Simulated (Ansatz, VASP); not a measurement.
# Two plane-wave programs on CdS

```
Cd S
1.0
     0.00000    2.75324    2.75324
     2.75324    0.00000    2.75324
     2.75324    2.75324    0.00000
Cd S
1 1
Direct
  0.18400 0.46200 0.73000
  0.68400 0.96200 0.23000
```

Alike in both runs: task single point; functional PBE; k mesh 4 × 4 × 4; occupations gaussian, width 0.1 eV; no spin polarisation.

|  | VASP | Ansatz |
| --- | --- | --- |
| version | VASP 6.6.1 | Ansatz 0.2.0 |
| potentials or method | VASP PAW PBE potentials, release 64 (Cd, S), cutoff 500 eV | scalar-relativistic, plane waves, PAW |
| valence electrons in the cell | 18 | 26 |

|  | VASP | Ansatz | Ansatz less VASP |
| --- | --- | --- | --- |
| gap on the k mesh at the Fermi level (eV) | 0.22 | 0.22 | +0.007 |
| least direct gap on the mesh (eV) | 1.51 | 1.53 | +0.024 |
| pressure (GPa) | 0.3 | -0.1 | -0.38 |

VASP's potentials hold 18 valence electrons a cell and Ansatz's 26, so a difference there can come from the potentials and not from the codes.

The k mesh is coarse, so the values compare programs but aren't converged.
